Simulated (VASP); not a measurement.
Wanted: the native input for a VASP 6.6.1 run.

* Task: single point
* Functional: LDA
* Potentials or basis: VASP PAW LDA potentials, release 64 (Li_sv, H)
* Cutoff: 750 eV
* k mesh: 8 × 8 × 8
* Occupations: gaussian, width 0.1 eV
* Spin: no spin polarisation
* Dipole correction: no
* Further INCAR settings: ALGO = Normal; EDIFF = 1e-06; NBANDS = 9

The structure of LiH lies in POSCAR:

```
LiH
1.0
    0.0000000000      2.0086193900      2.0086193900
    2.0086193900      0.0000000000      2.0086193900
    2.0086193900      2.0086193900      0.0000000000
Li H
1 1
Direct
    0.0000000000      0.0000000000      0.0000000000
    0.5000000000      0.5000000000      0.5000000000
```

The input as run:

INCAR

```
SYSTEM = LiH
PREC     = Accurate       ! precision mode
ENCUT    = 750            ! plane-wave cutoff, eV
EDIFF    = 1E-6           ! SCF threshold, eV
ISMEAR   = 0              ! smearing method
SIGMA    = 0.1            ! smearing width, eV
LREAL    = .False.        ! projectors in reciprocal space
LASPH    = .True.         ! aspherical terms in the spheres
NELM     = 120            ! most SCF steps
ALGO     = Normal         ! electronic algorithm
ISIF     = 2              ! what is computed and relaxed
LWAVE    = .False.        ! write WAVECAR
LCHARG   = .False.        ! write CHGCAR
NBANDS   = 9              ! bands
GGA_COMPAT= .False.
```

KPOINTS

```
regular mesh
0
Gamma
  8 8 8
  0 0 0
```

Potentials or basis: VASP PAW LDA potentials, release 64 (Li_sv, H).

Launch:

```console
$ cat potpaw_LDA.64/Li_sv/POTCAR potpaw_LDA.64/H/POTCAR > POTCAR
$ mpirun -np 1 vasp_std > vasp.out
```

It gave:

| Item | Value |
| --- | --- |
| Pressure | -3.0 GPa |
| Band gap on the k mesh | 2.62 eV |

Caveat: the cell stands under tension.

It took 6 s on 1 thread of AMD EPYC 7R43 64-Core Processor (Zen 3) (shared host), peak memory 0.1 GiB.
